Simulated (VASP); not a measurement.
# Pd (Im-3m) in VASP: notebook, part 3 of 3

VASP 6.6.1. The steps go on from the part before.

### 6 Single point, BLYP (volume scaled by 0.96)

The input, INCAR:

```
PREC = Accurate
ENCUT = 520
EDIFF = 1E-6
ISMEAR = -1
SIGMA = 0.1
LREAL = False
LASPH = True
NELM = 60
ALGO = Normal
ISIF = 2
LWAVE = False
LCHARG = False
GGA = B5
ALDAX = 1.0
AGGAX = 1.0
AGGAC = 1.0
ALDAC = 0.0
NBANDS = 11
```

The input, KPOINTS:

```
Automatic mesh
0
Gamma
  15 15 15
```

The input, POSCAR:

```
Pd
1.0
   -1.5821355807      1.5821355807      1.5821355807
    1.5821355807     -1.5821355807      1.5821355807
    1.5821355807      1.5821355807     -1.5821355807
Pd
1
Direct
    0.0000000000      0.0000000000      0.0000000000
```

Potentials or basis: VASP PAW PBE potentials, release 64 (Pd).

On the command line:

```
$ cat potpaw_PBE.64/Pd/POTCAR > POTCAR
$ mpirun -np 1 vasp_std > vasp.out
```

OUTCAR:

```text
PREC = Accurate
   ENCUT = 520
   EDIFF = 1E-6
   ISMEAR = -1
   LREAL = False
   LASPH = True
   NELM = 60
   ISIF = 2
   GGA = B5

 ion  position               nearest neighbor table
   1  0.000  0.000  0.000-

  LATTYP: Found a body centered cubic cell.
 ALAT       =     3.1642711614

  Lattice vectors:

 A1 = (  -1.5821355807,   1.5821355807,   1.5821355807)
 A2 = (   1.5821355807,  -1.5821355807,   1.5821355807)
 A3 = (   1.5821355807,   1.5821355807,  -1.5821355807)

Analysis of symmetry for initial positions (statically):
=====================================================================
 Subroutine PRICEL returns:
 Original cell was already a primitive cell.

 Routine SETGRP: Setting up the symmetry group for a
 body centered cubic supercell.

 Subroutine GETGRP returns: Found 48 space group operations
 (whereof 48 operations were pure point group operations)
 out of a pool of 48 trial point group operations.

The static configuration has the point symmetry O_h .

Analysis of symmetry for dynamics (positions and initial velocities):
=====================================================================
 Subroutine PRICEL returns:
 Original cell was already a primitive cell.

 Routine SETGRP: Setting up the symmetry group for a
 body centered cubic supercell.

 Subroutine GETGRP returns: Found 48 space group operations
 (whereof 48 operations were pure point group operations)
 out of a pool of 48 trial point group operations.

The dynamic configuration has the point symmetry O_h .

 Subroutine INISYM returns: Found 48 space group operations
 (whereof 48 operations are pure point group operations),
 and found     1 'primitive' translations

----------------------------------------------------------------------------------------

                                     Primitive cell

  volume of cell :      15.8413

  direct lattice vectors                    reciprocal lattice vectors
    -1.582135581  1.582135581  1.582135581     0.000000000  0.316028541  0.316028541
     1.582135581 -1.582135581  1.582135581     0.316028541  0.000000000  0.316028541
     1.582135581  1.582135581 -1.582135581     0.316028541  0.316028541  0.000000000

  length of vectors
     2.740339210  2.740339210  2.740339210     0.446931849  0.446931849  0.446931849

  position of ions in fractional coordinates (direct lattice)
     0.000000000  0.000000000  0.000000000

  ion indices of the primitive-cell ions
   primitive index   ion index
                 1           1

----------------------------------------------------------------------------------------

 KPOINTS: Automatic mesh

Automatic generation of k-mesh.
 Grid dimensions read from file:
 generate k-points for:   15   15   15

 Generating k-lattice:

  Cartesian coordinates                     Fractional coordinates (reciprocal lattice)
     0.000000000  0.021068569  0.021068569     0.066666667  0.000000000  0.000000000
     0.021068569  0.000000000  0.021068569     0.000000000  0.066666667  0.000000000
     0.021068569  0.021068569  0.000000000     0.000000000  0.000000000  0.066666667

  Length of vectors
     0.029795457  0.029795457  0.029795457

  Shift w.r.t. Gamma in fractional coordinates (k-lattice)
     0.000000000  0.000000000  0.000000000

 Subroutine IBZKPT returns following result:
 ===========================================

 Found    120 irreducible k-points:

 Following reciprocal coordinates:
            Coordinates               Weight
  0.000000  0.000000  0.000000      1.000000
  0.066667  0.000000  0.000000     12.000000
  0.133333  0.000000  0.000000     12.000000
  0.200000  0.000000  0.000000     12.000000
  0.266667  0.000000  0.000000     12.000000
  0.333333  0.000000  0.000000     12.000000
[... 16 lines left out ...]
  0.333333  0.200000  0.000000     48.000000
  0.400000  0.200000  0.000000     24.000000
 [... further k-points ...]
   k-points           NKPTS =    120   k-points in BZ     NKDIM =    120   number of bands    NBANDS=     11
   number of dos      NEDOS =    301   number of ions     NIONS =      1
   total plane-waves  NPLWV =   8000
   dimension x,y,z NGX =    20 NGY =   20 NGZ =   20
   dimension x,y,z NGXF=    40 NGYF=   40 NGZF=   40
   ions per type =               1
   NGX,Y,Z   is equivalent  to a cutoff of  12.13, 12.13, 12.13 a.u.
   NGXF,Y,Z  is equivalent  to a cutoff of  24.27, 24.27, 24.27 a.u.
 SYSTEM =  unknown system
   PREC   = accura    normal or accurate (medium, high low for compatibility)
   ISTART =      0    job   : 0-new  1-cont  2-samecut
   ICHARG =      2    charge: 1-file 2-atom 10-const
   ISPIN  =      1    spin polarized calculation?
   LNONCOLLINEAR =      F non collinear calculations
   LSORBIT =      F    spin-orbit coupling
   LASPH  =      T    aspherical Exc in radial PAW
   ENCUT  =  520.0 eV  38.22 Ry    6.18 a.u.   5.10  5.10  5.10*2*pi/ulx,y,z
   NELM   =     60;   NELMIN=  2; NELMDL= -5     # of ELM steps
   EDIFF  = 0.1E-05   stopping-criterion for ELM
   LREAL  =      F    real-space projection
   EDIFFG = 0.1E-04   stopping-criterion for IOM
   NSW    =      0    number of steps for IOM
   IBRION =     -1    ionic relax: 0-MD 1-quasi-New 2-CG
   NFREE  =      0    steps in history (QN), initial steepest desc. (CG)
   ISIF   =      2    stress and relaxation
   ISYM   =      2    0-nonsym 1-usesym 2-fastsym
   POTIM  = 0.5000    time-step for ionic-motion
   TEBEG  =    0.0;   TEEND  =   0.0 temperature during run
   PSTRESS=    0.0 pullay stress
   NELECT =      10.0000    total number of electrons
   NUPDOWN=      -1.0000    fix difference up-down
   EMIN   =  10.00;   EMAX   =-10.00  energy-range for DOS
   EFERMI =   0.00;   METHOD = LEGACY
   ISMEAR =    -1;   SIGMA  =   0.10  broadening in eV -4-tet -1-fermi 0-gaus
   EFERMI_NEDOS =   21; number of points for ismear=-14 and -15
   IALGO  =     38    algorithm
   IMIX   =      4    mixing-type and parameters
     AMIX     =   0.40;   BMIX     =  1.00
     AMIX_MAG =   1.60;   BMIX_MAG =  1.00
  volume/ion in A,a.u.               =      15.84       106.90
  Fermi-wavevector in a.u.,A,eV,Ry     =   1.404358  2.653852 26.833697  1.972221
  Thomas-Fermi vector in A             =   2.526928
   LORBIT       =      0    0 simple, 1 ext, 2 COOP (PROOUT), +10 PAW based schemes
   GGA     = B5    functional components
   LHFCALC =     F    Hartree Fock is set to
   AEXX    =    0.0000 exact exchange contribution
   IVDW    =     0    specifies the selected vdW correction
   LEPSILON=     F    determine dielectric tensor
   LRPA    =     F    only Hartree local field effects (RPA)
 non-spin polarized calculation
  energy-cutoff  :      520.00
  volume of cell :       15.84
 maximum number of plane-waves:       438
   NGX = 11   NGY = 11   NGZ = 11

 number of electron      10.0000001 magnetization

 Free energy of the ion-electron system (eV)
  ---------------------------------------------------
  ext. energy  EPLUGINS =         0.00000000
  ---------------------------------------------------
  free energy    TOTEN  =        -4.36011022 eV

  energy without entropy =       -4.31697771  energy(sigma->0) =       -4.33854397

 E-fermi :   9.1385     XC(G=0): -12.1172

 val. band max:        9.1286366912   @ k =  -0.4000   0.4000   0.2000
 cond. band min:       9.1467457412   @ k =  -0.4000  -0.4667   0.1333
 fundamental gap:      0.0181090501
 Fermi energy:         9.1385168404

 k-point     1 :       0.0000    0.0000    0.0000
  band No.  band energies     occupation
      1       2.6848      2.00000
      2       6.4675      2.00000
      3       6.4675      2.00000
      4       6.4675      2.00000
      5       8.2595      1.99970
      6       8.2595      1.99970
      7      28.6336      0.00000
      8      28.6336      0.00000
      9      28.6336      0.00000
     10      35.4515      0.00000
     11      36.5615      0.00000

 k-point     2 :       0.0667    0.0000    0.0000
  band No.  band energies     occupation
      1       2.8457      2.00000
      2       6.4167      2.00000
      3       6.4715      2.00000
      4       6.5778      2.00000
      5       8.2007      1.99983
      6       8.2633      1.99968
      7      28.4941      0.00000
      8      28.6472      0.00000
      9      28.8160      0.00000
     10      34.7489      0.00000
     11      35.1133      0.00000
[... 295 lines left out ...]
 k-point    24 :       0.4000    0.2000    0.0000
  band No.  band energies     occupation
      1       5.0052      2.00000
      2       5.6767      2.00000
      3       7.2300      2.00000
      4       8.1727      1.99987
      5       8.7748      1.94870
      6      13.9081      0.00000
      7      16.5886      0.00000
      8      21.0745      0.00000
      9      25.8934      0.00000
     10      32.5029      0.00000
     11      34.2429      0.00000

 [... further k-points ...]
[... 5 lines left out ...]
  --------------------------------------------------------------------------------------
  -------------------------------------------------------------------------------------
  Total        0.6091922      0.6091922      0.6091922     -0.0000000     -0.0000000     -0.0000000
  in kB       61.6132071     61.6132071     61.6132071     -0.0000000     -0.0000000     -0.0000000
  external PRESSURE =      61.6132071 kB  Pullay stress =       0.0000000 kB

 VOLUME and BASIS-vectors are now :
 -----------------------------------------------------------------------------
  energy-cutoff  :      520.00
  volume of cell :       15.84
      direct lattice vectors                 reciprocal lattice vectors
    -1.582135581  1.582135581  1.582135581     0.000000000  0.316028541  0.316028541
     1.582135581 -1.582135581  1.582135581     0.316028541  0.000000000  0.316028541
     1.582135581  1.582135581 -1.582135581     0.316028541  0.316028541  0.000000000

 POSITION                                       TOTAL-FORCE (eV/Angst)
 -----------------------------------------------------------------------------------
      0.00000      0.00000      0.00000         0.000000      0.000000     -0.000000
 -----------------------------------------------------------------------------------
    total drift:                                0.000000     -0.000000      0.000000

  FREE ENERGIE OF THE ION-ELECTRON SYSTEM (eV)
  ---------------------------------------------------
  free  energy   TOTEN  =        -4.3601102234 eV

  energy  without entropy=       -4.3169777081  energy(sigma->0) =       -4.33854397
```

OSZICAR:

```text
N       E                     dE             d eps       ncg     rms          rms(c)
DAV:   1     0.445171618249E+02    0.44517E+02   -0.51952E+03  2640   0.851E+02
DAV:   2    -0.398436795906E+01   -0.48502E+02   -0.46952E+02  2925   0.182E+02
DAV:   3    -0.457142127769E+01   -0.58705E+00   -0.58619E+00  3192   0.217E+01
DAV:   4    -0.457413900247E+01   -0.27177E-02   -0.27174E-02  3203   0.152E+00
DAV:   5    -0.457417329834E+01   -0.34296E-04   -0.34295E-04  3409   0.156E-01    0.601E+00
DAV:   6    -0.436916010675E+01    0.20501E+00   -0.92106E-01  3270   0.759E+00    0.284E+00
DAV:   7    -0.436281443060E+01    0.63457E-02   -0.52971E-03  3310   0.649E-01    0.156E+00
DAV:   8    -0.436010515961E+01    0.27093E-02   -0.92450E-04  3334   0.237E-01    0.331E-02
DAV:   9    -0.436010807079E+01   -0.29112E-05   -0.15119E-05  3774   0.318E-02    0.113E-02
DAV:  10    -0.436011035442E+01   -0.22836E-05   -0.21851E-06  3290   0.149E-02    0.215E-03
DAV:  11    -0.436011022337E+01    0.13104E-06   -0.12984E-08  2031   0.110E-03
   1 F= -.43601102E+01 E0= -.43385440E+01  d E =-.431325E-01
```

stdout:

```text
POSCAR found type information on POSCAR Pd
 POSCAR found :  1 types and       1 ions
 scaLAPACK will be used
 -----------------------------------------------------------------------------
|                                                                             |
|                                                                             |
|     You enforced a specific xc type in the INCAR file but a different       |
|     I HOPE YOU KNOW WHAT YOU ARE DOING!                                     |
|                                                                             |
 -----------------------------------------------------------------------------

 LDA part: xc-table for (Slater(with rela. corr.)+VWN5), standard interpolation
 POSCAR, INCAR and KPOINTS ok, starting setup
 FFT: planning ... GRIDC
 FFT: planning ... GRID_SOFT
 FFT: planning ... GRID
 WAVECAR not read
 entering main loop
```

Run time: 11 s. Hardware: 1 thread of Intel Xeon Platinum 8488C (Sapphire Rapids), shared host; peak memory 0.13 GiB.

What came out:

```
Free energy            : -4.3601 eV
Pressure               : 6.2 GPa
Band gap on the k mesh : zero (band 5 reaches 9.62 eV, above the bottom of band 6 at 8.16 eV)
```

Caveat: the PAW data sets were made with another functional, which shifts forces and pressure a little.

### 7 Summary

```csv
spin,cell,k mesh,smearing,gap on the mesh (eV),pressure (GPa)
"collinear, ferromagnetic start","a = 2.813 Å, angles 109.5°, 1 atom",16 × 16 × 16,fermi-dirac 0.05 eV,none,-4.4
off,"a = 2.778 Å, angles 109.5°, 1 atom",14 × 14 × 14,fermi-dirac 0.1 eV,none,0.3
off,"a = 2.662 Å, angles 109.5°, 1 atom",15 × 15 × 15,fermi-dirac 0.1 eV,none,24.0
off,"a = 2.702 Å, angles 109.5°, 1 atom",15 × 15 × 15,fermi-dirac 0.1 eV,none,13.9
off,"a = 2.740 Å, angles 109.5°, 1 atom",15 × 15 × 15,fermi-dirac 0.1 eV,none,6.2
```

Alike in all rows: task single point; level BLYP; potentials or basis VASP PAW PBE potentials, release 64 (Pd); cutoff (eV) 520.

Caveats: the PAW data sets were made with another functional, which shifts forces and pressure a little.

Total energies depend on the potentials used, so only differences within one code and one set of settings carry meaning.
